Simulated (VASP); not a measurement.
# Mg (P6_3/mmc) in VASP: a series of runs

The runs below take Mg through relaxation of cell and atoms, with PBEsol.

Everything below comes from runs of VASP 6.6.1. Logs are shortened: lines on timing, memory, paths and dates and some standing lists are left out, and cuts for length are marked.

## 1. The cell of the first run

The structure is hexagonal, space group P6_3/mmc (No. 194). The conventional cell has a = 3.177 Å, b = 3.177 Å, c = 10.319 Å, α = 90.00°, β = 90.00°, γ = 120.00°. Within 4.2 Å of Mg (site symmetry -6m2) lie 12 Mg at 3.17 to 3.18 Å. Mg (site symmetry -3m) has 12 Mg at 3.17 to 3.18 Å within 4.2 Å.

## 2. Relaxation of cell and atoms, PBEsol

File INCAR:

```
PREC = Accurate ; ENCUT = 600
EDIFF = 1E-6 ; ISMEAR = -1
SIGMA = 0.05 ; LREAL = False
LASPH = True ; NELM = 80
ALGO = Normal ; ISIF = 3
LWAVE = False ; LCHARG = False
GGA = PS ; IBRION = 2
NSW = 80 ; EDIFFG = -0.005
```

File KPOINTS:

```
Automatic mesh
0
Gamma
  10 10 3
```

File POSCAR:

```
Mg
1.0
    3.1768261656      0.0000000000      0.0000000000
   -1.5884130828      2.7512121628      0.0000000000
    0.0000000000      0.0000000000     10.3188620100
Mg
4
Direct
    0.6666666667      0.3333333333      0.7500000000
    0.0000000000      0.0000000000      0.5000000000
    0.3333333333      0.6666666667      0.2500000000
    0.0000000000      0.0000000000      0.0000000000
```

Potentials or basis: VASP PAW PBE potentials, release 64 (Mg).

Command:

```
$ cat potpaw_PBE.64/Mg/POTCAR > POTCAR
$ mpirun -np 1 vasp_std > vasp.out
```

OUTCAR:

```text
PREC = Accurate
   ENCUT = 600
   EDIFF = 1E-6
   ISMEAR = -1
   LREAL = False
   LASPH = True
   NELM = 80
   ISIF = 3
   GGA = PS
   IBRION = 2
   NSW = 80
   EDIFFG = -0.005

 ion  position               nearest neighbor table
   1  0.667  0.333  0.750-   2 3.17   4 3.17   2 3.17   4 3.17   2 3.17   4 3.17
   2  0.000  0.000  0.500-   1 3.17   3 3.17   3 3.17   1 3.17   1 3.17   3 3.17
   3  0.333  0.667  0.250-   2 3.17   4 3.17   2 3.17   4 3.17   2 3.17   4 3.17
   4  0.000  0.000  0.000-   1 3.17   3 3.17   3 3.17   1 3.17   1 3.17   3 3.17

  LATTYP: Found a hexagonal cell.
 ALAT       =     3.1768261656
 C/A-ratio  =     3.2481670296

  Lattice vectors:

 A1 = (   3.1768261656,   0.0000000000,   0.0000000000)
 A2 = (  -1.5884130828,   2.7512121628,   0.0000000000)
 A3 = (   0.0000000000,   0.0000000000,  10.3188620100)

Analysis of symmetry for initial positions (statically):
=====================================================================
 Subroutine PRICEL returns:
 Original cell was already a primitive cell.

 Routine SETGRP: Setting up the symmetry group for a
 hexagonal supercell.

 Subroutine GETGRP returns: Found 24 space group operations
 (whereof 12 operations were pure point group operations)
 out of a pool of 24 trial point group operations.

The static configuration has the point symmetry D_3d.
 The point group associated with its full space group is D_6h.

Analysis of symmetry for dynamics (positions and initial velocities):
=====================================================================
 Subroutine PRICEL returns:
 Original cell was already a primitive cell.

 Routine SETGRP: Setting up the symmetry group for a
 hexagonal supercell.

 Subroutine GETGRP returns: Found 24 space group operations
 (whereof 12 operations were pure point group operations)
 out of a pool of 24 trial point group operations.

The dynamic configuration has the point symmetry D_3d.
 The point group associated with its full space group is D_6h.

 Subroutine INISYM returns: Found 24 space group operations
 (whereof 12 operations are pure point group operations),
 and found     1 'primitive' translations

----------------------------------------------------------------------------------------

                                     Primitive cell

  volume of cell :      90.1881

[... 99 lines left out ...]
   ISYM   =      2    0-nonsym 1-usesym 2-fastsym
   POTIM  = 0.5000    time-step for ionic-motion
   TEBEG  =    0.0;   TEEND  =   0.0 temperature during run
   PSTRESS=    0.0 pullay stress
   NELECT =       8.0000    total number of electrons
   NUPDOWN=      -1.0000    fix difference up-down
   EMIN   =  10.00;   EMAX   =-10.00  energy-range for DOS
   EFERMI =   0.00;   METHOD = LEGACY
   ISMEAR =    -1;   SIGMA  =   0.05  broadening in eV -4-tet -1-fermi 0-gaus
   EFERMI_NEDOS =   21; number of points for ismear=-14 and -15
   IALGO  =     38    algorithm
   IMIX   =      4    mixing-type and parameters
     AMIX     =   0.40;   BMIX     =  1.00
     AMIX_MAG =   1.60;   BMIX_MAG =  1.00
  volume/ion in A,a.u.               =      22.55       152.15
  Fermi-wavevector in a.u.,A,eV,Ry     =   0.730110  1.379708  7.252733  0.533061
  Thomas-Fermi vector in A             =   1.821999
   LORBIT       =      0    0 simple, 1 ext, 2 COOP (PROOUT), +10 PAW based schemes
   GGA     = PS    functional components
   LHFCALC =     F    Hartree Fock is set to
   AEXX    =    0.0000 exact exchange contribution
   IVDW    =     0    specifies the selected vdW correction
   LEPSILON=     F    determine dielectric tensor
   LRPA    =     F    only Hartree local field effects (RPA)
 conjugate gradient relaxation of ions
 non-spin polarized calculation
  energy-cutoff  :      600.00
  volume of cell :       90.19
 maximum number of plane-waves:      3035
 NGX is ok and might be reduce to    28
   NGX = 13   NGY = 13   NGZ = 41

--------------------------------------- Ionic step        1  -------------------------------------------

 number of electron       8.0000000 magnetization

 Free energy of the ion-electron system (eV)
  ---------------------------------------------------
  ext. energy  EPLUGINS =         0.00000000
  ---------------------------------------------------
  free energy    TOTEN  =        -6.87566322 eV

  energy without entropy =       -6.85724889  energy(sigma->0) =       -6.86645605

------------------------ aborting loop because EDIFF is reached ----------------------------------------

  FORCE on cell =-STRESS in cart. coord.  units (eV):
  Direction    XX          YY          ZZ          XY          YZ          ZX
  --------------------------------------------------------------------------------------
  -------------------------------------------------------------------------------------
  Total       -0.0923753     -0.0923753      0.3985141      0.0000000      0.0000000      0.0000000
  in kB       -1.6410331     -1.6410331      7.0795391      0.0000000      0.0000000      0.0000000
  external PRESSURE =       1.2658243 kB  Pullay stress =       0.0000000 kB
[... 139 lines left out ...]
--------------------------------------- Ionic step        5  -------------------------------------------

 number of electron       8.0000000 magnetization

 Free energy of the ion-electron system (eV)
  ---------------------------------------------------
  ext. energy  EPLUGINS =         0.00000000
  ---------------------------------------------------
  free energy    TOTEN  =        -6.87884734 eV

  energy without entropy =       -6.86245759  energy(sigma->0) =       -6.87065246

 E-fermi :   2.7852     XC(G=0):  -8.5774

 val. band max:        2.7664599428   @ k =   0.4000   0.2000   0.0000
 cond. band min:       2.7873767341   @ k =   0.3000   0.3000   0.0000
 fundamental gap:      0.0209167913
 Fermi energy:         2.7851923202

 k-point     1 :       0.0000    0.0000    0.0000
  band No.  band energies     occupation
      1      -4.3253      2.00000
      2      -2.9515      2.00000
      3      -2.9505      2.00000
      4       0.8720      2.00000
      5       1.2769      2.00000
      6       7.4833      0.00000
      7       7.4906      0.00000
      8      13.8717      0.00000
[... 243 lines left out ...]
 k-point    24 :       0.4000    0.1000    0.3333
  band No.  band energies     occupation
      1      -0.0550      2.00000
      2       0.3792      2.00000
      3       1.7906      2.00000
      4       1.9338      2.00000
      5       2.5417      1.98477
      6       3.4247      0.00001
      7       4.1380      0.00000
      8       5.3085      0.00000

 [... further k-points ...]
[... 5 lines left out ...]
  --------------------------------------------------------------------------------------
  -------------------------------------------------------------------------------------
  Total       -0.0023196     -0.0023196     -0.0113895      0.0000000      0.0000000      0.0000000
  in kB       -0.0410380     -0.0410380     -0.2014980      0.0000000      0.0000000      0.0000000
  external PRESSURE =      -0.0945247 kB  Pullay stress =       0.0000000 kB
[... 19 lines left out ...]
  FREE ENERGIE OF THE ION-ELECTRON SYSTEM (eV)
  ---------------------------------------------------
  free  energy   TOTEN  =        -6.8788473375 eV

  energy  without entropy=       -6.8624575855  energy(sigma->0) =       -6.87065246

 reached required accuracy - stopping structural energy minimisation
```

CONTCAR:

```text
Mg
   1.00000000000000
     3.1645087462648838    0.0000000000000000    0.0000000000000000
    -1.5822543731324419    2.7405449647469173   -0.0000000000000000
     0.0000000000000000    0.0000000000000000   10.4423820798897218
  Mg
     4
Direct
     0.6666666667000030    0.3333333332999970    0.7500000000000000
     0.0000000000000000    0.0000000000000000    0.5000000000000000
     0.3333333332999970    0.6666666667000030    0.2500000000000000
     0.0000000000000000    0.0000000000000000    0.0000000000000000

  0.00000000E+00  0.00000000E+00  0.00000000E+00
  0.00000000E+00  0.00000000E+00  0.00000000E+00
  0.00000000E+00  0.00000000E+00  0.00000000E+00
  0.00000000E+00  0.00000000E+00  0.00000000E+00
```

It took 32 s on 1 thread of AMD EPYC 9R45 (Zen 5), shared host; peak memory 0.22 GiB.

Results:

* Free energy: -6.8788 eV
* Relaxed volume: 22.64 Å³/atom
* Relaxed cell: a = 3.165 Å, b = 3.165 Å, c = 10.442 Å, α = 90.00°, β = 90.00°, γ = 120.00°
* Space group after relaxing (to 0.1 Å): P6_3/mmc (No. 194)
* Energy gained by relaxing: 0.8 meV/atom
* Ionic steps: 5
* Pressure after relaxing: 0.0 GPa
* Band gap on the k mesh: zero (bands 4 and 5 overlap by 1.98 eV)

Step by step:
```tsv
step	energy change (eV)	largest force (eV/Å)	pressure (GPa)	volume (Å³)
1	0.0000	0.0000	0.13	90.19
2	-0.0019	0.0000	0.04	90.42
3	-0.0031	0.0000	-0.09	90.75
4	-0.0031	0.0000	-0.09	90.77
5	-0.0032	0.0000	-0.01	90.56
```

Final structure:
```
CELL_PARAMETERS angstrom
3.16451 0.00000 0.00000
-1.58225 2.74054 0.00000
0.00000 0.00000 10.44238
ATOMIC_POSITIONS crystal
Mg 0.66667 0.33333 0.75000
Mg 0.00000 0.00000 0.50000
Mg 0.33333 0.66667 0.25000
Mg 0.00000 0.00000 0.00000
```

Levels at points of the mesh, in eV from the Fermi level:
| k point | band 1 | band 2 | band 3 | band 4 | band 5 | band 6 | band 7 | band 8 |
| --- | --- | --- | --- | --- | --- | --- | --- | --- |
| (0.00, 0.00, 0.00) | -7.11 | -5.74 | -5.74 | -1.91 | -1.51 | 4.70 | 4.71 | 11.09 |
| (0.50, 0.00, 0.00) | -2.24 | -2.22 | -1.20 | -1.16 | -0.61 | -0.57 | 2.62 | 2.79 |

Caveat: the PAW data sets were made with another functional, which shifts forces and pressure a little.

## 3. Relaxation of cell and atoms, PBEsol, target pressure 5 GPa, at which the enthalpy is minimised

File INCAR:

```
SYSTEM = Mg
PREC = Accurate
ENCUT = 600
EDIFF = 1E-6
ISMEAR = -1
SIGMA = 0.05
LREAL = .FALSE.
LASPH = .TRUE.
NELM = 60
ALGO = Normal
ISIF = 3
LWAVE = .FALSE.
LCHARG = .FALSE.
GGA = PS
IBRION = 2
NSW = 80
EDIFFG = -0.005
PSTRESS = 50.0
```

File KPOINTS:

```
Automatic mesh
0
G
  10 10 3
  0 0 0
```

POSCAR is that of step 2.

Potentials or basis: VASP PAW PBE potentials, release 64 (Mg).

Command:

```
$ cat potpaw_PBE.64/Mg/POTCAR > POTCAR
$ mpirun -np 1 vasp_std > vasp.out
```

It took 38 s on 1 thread of AMD EPYC 9R45 (Zen 5), shared host; peak memory 0.22 GiB.

It converged, with:

```
Free energy                                                : -6.7461 eV
Relaxed volume                                             : 20.31 Å³/atom
Relaxed cell                                               : a = 3.054 Å, b = 3.054 Å, c = 10.054 Å, α = 90.00°, β = 90.00°, γ = 120.00°
Space group after relaxing (to 0.1 Å)                      : P6_3/mmc (No. 194)
Energy change on relaxing (the run minimises the enthalpy) : +32.4 meV/atom
Ionic steps                                                : 5
Pressure after relaxing                                    : 5.0 GPa
Band gap on the k mesh                                     : zero (bands 4 and 5 overlap by 1.92 eV)
```

Step by step:
```tsv
step	energy change (eV)	largest force (eV/Å)	pressure (GPa)	volume (Å³)
1	0.0000	0.0000	0.13	90.19
2	0.1209	0.0000	4.77	81.53
3	0.1313	0.0000	5.00	81.19
4	0.1308	0.0000	5.00	81.20
5	0.1295	0.0000	4.99	81.23
```

Final structure:
```
Mg
1.0
     3.05448    0.00000    0.00000
    -1.52724    2.64526    0.00000
     0.00000    0.00000   10.05359
Mg
4
Direct
  0.66667 0.33333 0.75000
  0.00000 0.00000 0.50000
  0.33333 0.66667 0.25000
  0.00000 0.00000 0.00000
```

Levels at points of the mesh, in eV from the Fermi level:
```csv
k point,band 1,band 2,band 3,band 4,band 5,band 6,band 7,band 8
"(0.00, 0.00, 0.00)",-7.59,-6.11,-6.11,-2.08,-1.48,5.06,5.07,11.73
"(0.50, 0.00, 0.00)",-2.42,-2.34,-1.32,-1.23,-0.61,-0.53,2.76,2.86
```

Caveat: the cell is relaxed towards a set pressure, so the run minimises the enthalpy, not the energy; the PAW data sets were made with another functional, which shifts forces and pressure a little.

## 4. Relaxation of cell and atoms, PBEsol, target pressure 10 GPa, at which the enthalpy is minimised

File INCAR:

```
ALGO = Normal
EDIFF = 1E-6
EDIFFG = -0.005
ENCUT = 600
GGA = PS
IBRION = 2
ISIF = 3
ISMEAR = -1
LASPH = True
LCHARG = False
LREAL = False
LWAVE = False
NELM = 100
NSW = 80
PREC = Accurate
PSTRESS = 100.0
SIGMA = 0.05
```

File KPOINTS:

```
k-points
0
Gamma
  10 10 3
```

POSCAR is that of step 3.

Command:

```
$ cat potpaw_PBE.64/Mg/POTCAR > POTCAR
$ mpirun -np 1 vasp_std > vasp.out
```

It took 52 s on 1 thread of AMD EPYC 9R45 (Zen 5), shared host; peak memory 0.22 GiB.

It converged, with:

- Free energy: -6.4631 eV
- Relaxed volume: 18.77 Å³/atom
- Relaxed cell: a = 2.988 Å, b = 2.988 Å, c = 9.711 Å, α = 90.00°, β = 90.00°, γ = 120.00°
- Space group after relaxing (to 0.1 Å): P6_3/mmc (No. 194)
- Energy change on relaxing (the run minimises the enthalpy): +103.1 meV/atom
- Ionic steps: 8
- Pressure after relaxing: 10.0 GPa
- Band gap on the k mesh: zero (bands 4 and 5 overlap by 1.83 eV)

The path:
```tsv
step	energy change (eV)	largest force (eV/Å)	pressure (GPa)	volume (Å³)
1	0.0000	0.0000	0.13	90.19
2	0.5374	0.0000	11.90	73.24
3	0.4144	0.0000	10.05	75.04
4	0.3967	0.0000	9.77	75.32
5	0.3974	0.0000	9.78	75.31
6	0.3996	0.0000	9.80	75.27
7	0.4064	0.0000	9.91	75.16
8	0.4126	0.0000	10.00	75.06
```

Final structure:
```
CELL_PARAMETERS angstrom
2.98750 0.00000 0.00000
-1.49375 2.58725 0.00000
0.00000 0.00000 9.71128
ATOMIC_POSITIONS crystal
Mg 0.66667 0.33333 0.75000
Mg 0.00000 0.00000 0.50000
Mg 0.33333 0.66667 0.25000
Mg 0.00000 0.00000 0.00000
```

Levels at points of the mesh, in eV from the Fermi level:
```
           k point  band 2  band 3  band 4  band 5  band 6  band 7
(0.00, 0.00, 0.00)   -6.37   -6.36   -2.13   -1.35    5.52    5.54
(0.50, 0.00, 0.00)   -2.47   -1.42   -1.29   -0.63   -0.52    2.90
```

Caveat: the cell is relaxed towards a set pressure, so the run minimises the enthalpy, not the energy; the volume moved by over 15 % at a fixed basis, so the end points are rough; the PAW data sets were made with another functional, which shifts forces and pressure a little.

## 5. Relaxation of cell and atoms, PBEsol, target pressure 20 GPa, at which the enthalpy is minimised

File INCAR:

```
PREC = Accurate ; ENCUT = 600
EDIFF = 1E-6 ; ISMEAR = -1
SIGMA = 0.05 ; LREAL = F
LASPH = T ; NELM = 60
ALGO = Normal ; ISIF = 3
LWAVE = F ; LCHARG = F
GGA = PS ; IBRION = 2
NSW = 80 ; EDIFFG = -0.005
PSTRESS = 200.0
```

File KPOINTS:

```
Automatic mesh
0
Gamma
  10 10 3
```

POSCAR is that of step 4.

Command:

```
$ cat potpaw_PBE.64/Mg/POTCAR > POTCAR
$ mpirun -np 1 vasp_std > vasp.out
```

Run time: 49 s. Hardware: 1 thread of AMD EPYC 9R45 (Zen 5), shared host; peak memory 0.22 GiB.

It converged, with:

```yaml
Free_energy: -5.7353 eV
Relaxed_volume: 16.77 Å³/atom
Relaxed_cell: a = 2.878 Å, b = 2.878 Å, c = 9.349 Å, α = 90.00°, β = 90.00°, γ = 120.00°
Space_group_after_relaxing_to_0.1_Å: P6_3/mmc (No. 194)
Energy_change_on_relaxing_the_run_minimises_the_enthalpy: +285.1 meV/atom
Ionic_steps: 7
Pressure_after_relaxing: 20.0 GPa
Band_gap_on_the_k_mesh: zero (bands 4 and 5 overlap by 1.79 eV)
```

The path:
```
step  energy change (eV)  largest force (eV/Å)  pressure (GPa)  volume (Å³)
   1              0.0000                0.0000            0.13        90.19
   2              2.6749                0.0000           38.29        58.39
   3              1.1294                0.0000           19.84        67.16
   4              1.1817                0.0000           20.50        66.75
   5              1.1215                0.0000           19.75        67.22
   6              1.1332                0.0000           19.89        67.13
   7              1.1404                0.0000           19.98        67.07
```

Final structure:
```
Mg
1.0
     2.87826    0.00000    0.00000
    -1.43913    2.49265    0.00000
     0.00000    0.00000    9.34875
Mg
4
Direct
  0.66667 0.33333 0.75000
  0.00000 0.00000 0.50000
  0.33333 0.66667 0.25000
  0.00000 0.00000 0.00000
```

Levels at points of the mesh, in eV from the Fermi level:
| k point | band 1 | band 2 | band 3 | band 4 | band 5 | band 6 | band 7 | band 8 |
| --- | --- | --- | --- | --- | --- | --- | --- | --- |
| (0.00, 0.00, 0.00) | -8.49 | -6.78 | -6.77 | -2.31 | -1.33 | 5.92 | 5.93 | 12.80 |
| (0.50, 0.00, 0.00) | -2.76 | -2.61 | -1.54 | -1.35 | -0.63 | -0.47 | 3.02 | 3.08 |

Caveat: the cell is relaxed towards a set pressure, so the run minimises the enthalpy, not the energy; the volume moved by over 15 % at a fixed basis, so the end points are rough; the PAW data sets were made with another functional, which shifts forces and pressure a little.

## 6. Relaxation of cell and atoms, PBEsol, target pressure 30 GPa, at which the enthalpy is minimised

File INCAR:

```
PREC = Accurate ; ENCUT = 600
EDIFF = 1E-6 ; ISMEAR = -1
SIGMA = 0.05 ; LREAL = F
LASPH = T ; NELM = 80
ALGO = Normal ; ISIF = 3
LWAVE = F ; LCHARG = F
GGA = PS ; IBRION = 2
NSW = 80 ; EDIFFG = -0.005
PSTRESS = 300.0
```

KPOINTS is that of step 5.

POSCAR is that of step 5.

Potentials or basis: VASP PAW PBE potentials, release 64 (Mg).

Command:

```
$ cat potpaw_PBE.64/Mg/POTCAR > POTCAR
$ mpirun -np 1 vasp_std > vasp.out
```

Wall time 58 s (1 thread of AMD EPYC 9R45 (Zen 5), shared host); peak memory 0.22 GiB.

The run converged. Its results:

```
Free energy                                                : -4.9121 eV
Relaxed volume                                             : 15.43 Å³/atom
Relaxed cell                                               : a = 2.799 Å, b = 2.799 Å, c = 9.097 Å, α = 90.00°, β = 90.00°, γ = 120.00°
Space group after relaxing (to 0.1 Å)                      : P6_3/mmc (No. 194)
Energy change on relaxing (the run minimises the enthalpy) : +490.9 meV/atom
Ionic steps                                                : 8
Pressure after relaxing                                    : 30.0 GPa
Band gap on the k mesh                                     : zero (bands 4 and 5 overlap by 1.77 eV)
```

Step by step:
```csv
step,energy change (eV),largest force (eV/Å),pressure (GPa),volume (Å³)
1,0.0000,0.0000,0.13,90.19
2,7.6350,0.0000,95.84,45.69
3,1.7745,0.0000,27.74,62.79
4,1.9256,0.0000,29.54,61.94
5,2.0185,0.0000,30.64,61.45
6,1.9239,0.0000,29.53,61.95
7,1.9571,0.0000,29.92,61.77
8,1.9636,0.0000,30.00,61.73
```

Final structure:
```yaml
crystal:
  lattice:
    - [2.79930, 0.00000, 0.00000]
    - [-1.39965, 2.42427, 0.00000]
    - [0.00000, 0.00000, 9.09690]
  atoms:
    - { symbol: Mg, position: [0.66667, 0.33333, 0.75000] }
    - { symbol: Mg, position: [0.00000, 0.00000, 0.50000] }
    - { symbol: Mg, position: [0.33333, 0.66667, 0.25000] }
    - { symbol: Mg, position: [0.00000, 0.00000, 0.00000] }
```

Levels at points of the mesh, in eV from the Fermi level:
```tsv
k point	band 1	band 2	band 3	band 4	band 5	band 6	band 7	band 8
(0.00, 0.00, 0.00)	-8.90	-7.10	-7.09	-2.44	-1.33	6.19	6.21	13.35
(0.50, 0.00, 0.00)	-2.90	-2.71	-1.62	-1.38	-0.64	-0.45	3.07	3.21
```

Caveat: the cell is relaxed towards a set pressure, so the run minimises the enthalpy, not the energy; the volume moved by over 15 % at a fixed basis, so the end points are rough; the PAW data sets were made with another functional, which shifts forces and pressure a little.

## 7. Overview

```tsv
cell	gap on the mesh (eV)	pressure (GPa)
relaxed	none	0.0
relaxed to 5 GPa	none	5.0
relaxed to 10 GPa	none	10.0
relaxed to 20 GPa	none	20.0
relaxed to 30 GPa	none	30.0
```

Alike in all rows: task relaxation of cell and atoms; level PBEsol; potentials or basis VASP PAW PBE potentials, release 64 (Mg); no spin polarisation; k mesh 10 × 10 × 3; cutoff (eV) 600; smearing fermi-dirac 0.05 eV.

Caveats: the PAW data sets were made with another functional, which shifts forces and pressure a little; the cell is relaxed towards a set pressure, so the run minimises the enthalpy, not the energy (at least some runs); the volume moved by over 15 % at a fixed basis, so the end points are rough (at least some runs).

Total energies depend on the potentials used, so only differences within one code and one set of settings carry meaning.

The gap in the log of VASP goes by the Fermi energy; the results here count the filled bands.